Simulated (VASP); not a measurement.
# TiWSe3 (Pm-3m) in VASP: further runs

The runs below take TiWSe3 through single point, relaxation of cell and atoms, with PBE.

All numbers are computed with VASP 6.6.1; they aren't measurements. Logs are shortened: lines on timing, memory, paths and dates and some standing lists are left out, and cuts for length are marked.

## (1) The cell of the first run

It takes space group Pm-3m (No. 221, cubic). The conventional cell has a = 4.946 Å, b = 4.946 Å, c = 4.946 Å, α = 90.00°, β = 90.00°, γ = 90.00°. Within 4.6 Å of Ti (site symmetry m-3m) lie 12 Se at 3.50 Å and 8 W at 4.28 Å. Within 3.3 Å of W (site symmetry m-3m) lie 6 Se at 2.47 Å. Se (site symmetry 4/mmm) has 2 W at 2.47 Å within 3.3 Å.

## (2) Single point, PBE, collinear spin, ferromagnetic start

File INCAR:

```
  ALGO = Normal
  EDIFF = 1E-6
  ENCUT = 520
  GGA = PE
  ISIF = 2
  ISMEAR = 0
  ISPIN = 2
  LASPH = T
  LCHARG = F
  LMAXMIX = 4
  LORBIT = 11
  LREAL = F
  LWAVE = F
  MAGMOM = 1 0 0 0 0
  NBANDS = 34
  NELM = 150
  PREC = Accurate
  SIGMA = 0.1
```

File KPOINTS:

```
k-points
0
Gamma
  4 4 4
```

File POSCAR:

```
TiWSe3
1.0
    4.9457184627      0.0000000000      0.0000000000
    0.0000000000      4.9457184627      0.0000000000
    0.0000000000      0.0000000000      4.9457184627
Ti W Se
1 1 3
Direct
    0.0000000000      0.0000000000      0.0000000000
    0.5000000000      0.5000000000      0.5000000000
    0.0000000000      0.5000000000      0.5000000000
    0.5000000000      0.5000000000      0.0000000000
    0.5000000000      0.0000000000      0.5000000000
```

Potentials or basis: VASP PAW PBE potentials, release 64 (Ti_sv, W_sv, Se).

Command:

```console
> cat potpaw_PBE.64/Ti_sv/POTCAR potpaw_PBE.64/W_sv/POTCAR potpaw_PBE.64/Se/POTCAR > POTCAR
> mpirun -np 1 vasp_std > vasp.out
```

OUTCAR:

```text
EDIFF = 1E-6
   ENCUT = 520
   GGA = PE
   ISIF = 2
   ISMEAR = 0
   ISPIN = 2
   LASPH = T
   LORBIT = 11
   LREAL = F
   NELM = 150
   PREC = Accurate

 ion  position               nearest neighbor table
   1  0.000  0.000  0.000-
   2  0.500  0.500  0.500-   3 2.47   4 2.47   5 2.47   4 2.47   5 2.47   3 2.47
   3  0.000  0.500  0.500-   2 2.47   2 2.47
   4  0.500  0.500  0.000-   2 2.47   2 2.47
   5  0.500  0.000  0.500-   2 2.47   2 2.47

  LATTYP: Found a simple cubic cell.
 ALAT       =     4.9457184627

  Lattice vectors:

 A1 = (   4.9457184627,   0.0000000000,   0.0000000000)
 A2 = (   0.0000000000,   4.9457184627,   0.0000000000)
 A3 = (   0.0000000000,   0.0000000000,   4.9457184627)

Analysis of symmetry for initial positions (statically):
=====================================================================
 Subroutine PRICEL returns:
 Original cell was already a primitive cell.

 Routine SETGRP: Setting up the symmetry group for a
 simple cubic supercell.

 Subroutine GETGRP returns: Found 48 space group operations
 (whereof 48 operations were pure point group operations)
 out of a pool of 48 trial point group operations.

The static configuration has the point symmetry O_h .

Analysis of symmetry for dynamics (positions and initial velocities):
=====================================================================
 Subroutine PRICEL returns:
 Original cell was already a primitive cell.

 Routine SETGRP: Setting up the symmetry group for a
 simple cubic supercell.

 Subroutine GETGRP returns: Found 48 space group operations
 (whereof 48 operations were pure point group operations)
 out of a pool of 48 trial point group operations.

The dynamic configuration has the point symmetry O_h .

Analysis of structural, dynamic, and magnetic symmetry:
=====================================================================
 Subroutine PRICEL returns:
 Original cell was already a primitive cell.

 Routine SETGRP: Setting up the symmetry group for a
 simple cubic supercell.

 Subroutine GETGRP returns: Found 48 space group operations
 (whereof 48 operations were pure point group operations)
 out of a pool of 48 trial point group operations.

The overall configuration has the point symmetry O_h .

 Subroutine INISYM returns: Found 48 space group operations
 (whereof 48 operations are pure point group operations),
 and found     1 'primitive' translations

----------------------------------------------------------------------------------------

                                     Primitive cell

  volume of cell :     120.9729

  direct lattice vectors                    reciprocal lattice vectors
     4.945718463  0.000000000  0.000000000     0.202195092  0.000000000  0.000000000
     0.000000000  4.945718463  0.000000000     0.000000000  0.202195092  0.000000000
     0.000000000  0.000000000  4.945718463     0.000000000  0.000000000  0.202195092

  length of vectors
     4.945718463  4.945718463  4.945718463     0.202195092  0.202195092  0.202195092

  position of ions in fractional coordinates (direct lattice)
     0.000000000  0.000000000  0.000000000
     0.500000000  0.500000000  0.500000000
     0.000000000  0.500000000  0.500000000
     0.500000000  0.500000000  0.000000000
     0.500000000  0.000000000  0.500000000

  ion indices of the primitive-cell ions
   primitive index   ion index
                 1           1
                 2           2
                 3           3
                 4           4
                 5           5

----------------------------------------------------------------------------------------

 KPOINTS: k-points

Automatic generation of k-mesh.
 Grid dimensions read from file:
 generate k-points for:    4    4    4

 Generating k-lattice:

  Cartesian coordinates                     Fractional coordinates (reciprocal lattice)
     0.050548773  0.000000000  0.000000000     0.250000000  0.000000000  0.000000000
     0.000000000  0.050548773  0.000000000     0.000000000  0.250000000  0.000000000
     0.000000000  0.000000000  0.050548773     0.000000000  0.000000000  0.250000000

  Length of vectors
     0.050548773  0.050548773  0.050548773

  Shift w.r.t. Gamma in fractional coordinates (k-lattice)
     0.000000000  0.000000000  0.000000000

 Subroutine IBZKPT returns following result:
 ===========================================

 Found     10 irreducible k-points:

 Following reciprocal coordinates:
            Coordinates               Weight
  0.000000  0.000000  0.000000      1.000000
  0.250000  0.000000  0.000000      6.000000
  0.500000  0.000000  0.000000      3.000000
  0.250000  0.250000  0.000000     12.000000
  0.500000  0.250000  0.000000     12.000000
  0.500000  0.500000  0.000000      3.000000
  0.250000  0.250000  0.250000      8.000000
  0.500000  0.250000  0.250000     12.000000
  0.500000  0.500000  0.250000      6.000000
  0.500000  0.500000  0.500000      1.000000
   k-points           NKPTS =     10   k-points in BZ     NKDIM =     10   number of bands    NBANDS=     34
   number of dos      NEDOS =    301   number of ions     NIONS =      5
   total plane-waves  NPLWV =  64000
   dimension x,y,z NGX =    40 NGY =   40 NGZ =   40
   dimension x,y,z NGXF=    80 NGYF=   80 NGZF=   80
   ions per type =               1   1   3
   NGX,Y,Z   is equivalent  to a cutoff of  13.45, 13.45, 13.45 a.u.
   NGXF,Y,Z  is equivalent  to a cutoff of  26.89, 26.89, 26.89 a.u.
 SYSTEM =  unknown system
   PREC   = accura    normal or accurate (medium, high low for compatibility)
   ISTART =      0    job   : 0-new  1-cont  2-samecut
   ICHARG =      2    charge: 1-file 2-atom 10-const
   ISPIN  =      2    spin polarized calculation?
   LNONCOLLINEAR =      F non collinear calculations
   LSORBIT =      F    spin-orbit coupling
   LASPH  =      T    aspherical Exc in radial PAW
   ENCUT  =  520.0 eV  38.22 Ry    6.18 a.u.   9.20  9.20  9.20*2*pi/ulx,y,z
   NELM   =    150;   NELMIN=  2; NELMDL= -5     # of ELM steps
   EDIFF  = 0.1E-05   stopping-criterion for ELM
   LREAL  =      F    real-space projection
   EDIFFG = 0.1E-04   stopping-criterion for IOM
   NSW    =      0    number of steps for IOM
   IBRION =     -1    ionic relax: 0-MD 1-quasi-New 2-CG
   NFREE  =      0    steps in history (QN), initial steepest desc. (CG)
   ISIF   =      2    stress and relaxation
   ISYM   =      2    0-nonsym 1-usesym 2-fastsym
   POTIM  = 0.5000    time-step for ionic-motion
   TEBEG  =    0.0;   TEEND  =   0.0 temperature during run
   PSTRESS=    0.0 pullay stress
   NELECT =      44.0000    total number of electrons
   NUPDOWN=      -1.0000    fix difference up-down
   EMIN   =  10.00;   EMAX   =-10.00  energy-range for DOS
   EFERMI =   0.00;   METHOD = LEGACY
   ISMEAR =     0;   SIGMA  =   0.10  broadening in eV -4-tet -1-fermi 0-gaus
   EFERMI_NEDOS =   21; number of points for ismear=-14 and -15
   IALGO  =     38    algorithm
   IMIX   =      4    mixing-type and parameters
     AMIX     =   0.40;   BMIX     =  1.00
     AMIX_MAG =   1.60;   BMIX_MAG =  1.00
  volume/ion in A,a.u.               =      24.19       163.27
  Fermi-wavevector in a.u.,A,eV,Ry     =   1.168592  2.208319 18.580223  1.365608
  Thomas-Fermi vector in A             =   2.305077
   LORBIT       =     11    0 simple, 1 ext, 2 COOP (PROOUT), +10 PAW based schemes
   GGA     = PE    functional components
   LHFCALC =     F    Hartree Fock is set to
   AEXX    =    0.0000 exact exchange contribution
   IVDW    =     0    specifies the selected vdW correction
   LEPSILON=     F    determine dielectric tensor
   LRPA    =     F    only Hartree local field effects (RPA)
 spin polarized calculation
 Gauss-broadening in eV      SIGMA  =   0.10
  energy-cutoff  :      520.00
  volume of cell :      120.97
 maximum number of plane-waves:      3294
 NGX is ok and might be reduce to    40
   NGX = 19   NGY = 19   NGZ = 19

 number of electron      43.9999994 magnetization       0.8494077

 Free energy of the ion-electron system (eV)
  ---------------------------------------------------
  ext. energy  EPLUGINS =         0.00000000
  ---------------------------------------------------
  free energy    TOTEN  =       -28.48892854 eV

  energy without entropy =      -28.43672940  energy(sigma->0) =      -28.46282897

 E-fermi :   5.2150     XC(G=0):  -9.8146

 val. band max:        5.2077214897   @ k =   0.5000   0.5000   0.2500
 cond. band min:       5.2171056209   @ k =   0.5000   0.5000   0.0000
 fundamental gap:      0.0093841312
 Fermi energy:         5.2150498993

 spin component 1

 k-point     1 :       0.0000    0.0000    0.0000
  band No.  band energies     occupation
      1     -69.8645      1.00000
      2     -52.7381      1.00000
      3     -34.1567      1.00000
      4     -34.1567      1.00000
      5     -34.1567      1.00000
      6     -29.0157      1.00000
[... 359 lines left out ...]
     33      12.4821      0.00000
     34      12.4821      0.00000
 Fermi energy:         5.2150498993

 spin component 2

 k-point     1 :       0.0000    0.0000    0.0000
  band No.  band energies     occupation
      1     -69.6438      1.00000
      2     -52.6134      1.00000
      3     -33.8608      1.00000
      4     -33.8608      1.00000
      5     -33.8608      1.00000
      6     -28.8898      1.00000
[... 359 lines left out ...]
     33      12.6212      0.00000
     34      12.6212      0.00000

------------------------ aborting loop because EDIFF is reached ----------------------------------------

  FORCE on cell =-STRESS in cart. coord.  units (eV):
  Direction    XX          YY          ZZ          XY          YZ          ZX
  --------------------------------------------------------------------------------------
  -------------------------------------------------------------------------------------
  Total       -0.8636663     -0.8636663     -0.8636663      0.0000000     -0.0000000      0.0000000
  in kB      -11.4384824    -11.4384824    -11.4384824      0.0000000     -0.0000000      0.0000000
  external PRESSURE =     -11.4384824 kB  Pullay stress =       0.0000000 kB

 VOLUME and BASIS-vectors are now :
 -----------------------------------------------------------------------------
  energy-cutoff  :      520.00
  volume of cell :      120.97
      direct lattice vectors                 reciprocal lattice vectors
     4.945718463  0.000000000  0.000000000     0.202195092  0.000000000  0.000000000
     0.000000000  4.945718463  0.000000000     0.000000000  0.202195092  0.000000000
     0.000000000  0.000000000  4.945718463     0.000000000  0.000000000  0.202195092

 POSITION                                       TOTAL-FORCE (eV/Angst)
 -----------------------------------------------------------------------------------
      0.00000      0.00000      0.00000         0.000000      0.000000      0.000000
      2.47286      2.47286      2.47286         0.000000      0.000000      0.000000
      0.00000      2.47286      2.47286         0.000000      0.000000      0.000000
      2.47286      2.47286      0.00000         0.000000      0.000000      0.000000
      2.47286      0.00000      2.47286         0.000000      0.000000      0.000000
 -----------------------------------------------------------------------------------
    total drift:                               -0.000000      0.000000     -0.000000

  FREE ENERGIE OF THE ION-ELECTRON SYSTEM (eV)
  ---------------------------------------------------
  free  energy   TOTEN  =       -28.4889285434 eV

  energy  without entropy=      -28.4367294037  energy(sigma->0) =      -28.46282897

 total charge

# of ion       s       p       d       tot
------------------------------------------
    1        2.077   5.957   1.920   9.954
    2        2.303   6.265   3.394  11.962
    3        1.458   2.372   0.049   3.879
    4        1.458   2.372   0.049   3.879
    5        1.458   2.372   0.049   3.879
--------------------------------------------------
tot          8.753  19.338   5.462  33.553

 magnetization (x)

# of ion       s       p       d       tot
------------------------------------------
    1        0.006   0.001   0.103   0.110
    2        0.008   0.004   0.454   0.466
    3        0.000   0.021   0.005   0.026
    4        0.000   0.021   0.005   0.026
    5        0.000   0.021   0.005   0.026
--------------------------------------------------
tot          0.014   0.067   0.572   0.654
```

It took 6 min on 1 thread of Intel Xeon Platinum 8259CL at 2.50GHz (Skylake/Cascade Lake), shared host; peak memory 0.33 GiB.

Results:

```
Free energy                                           : -28.4889 eV
Pressure                                              : -1.1 GPa
Net moment                                            : 0.85 μB per cell
Site moments                                          : Ti +0.11; W +0.47; Se +0.03 μB
Valence electrons inside the program's atomic spheres : Ti 9.95; W 11.96; Se 3.88
```

Caveat: spin-orbit coupling is left out, which moves the levels of the heavy elements.

[end of part 1 of 2]
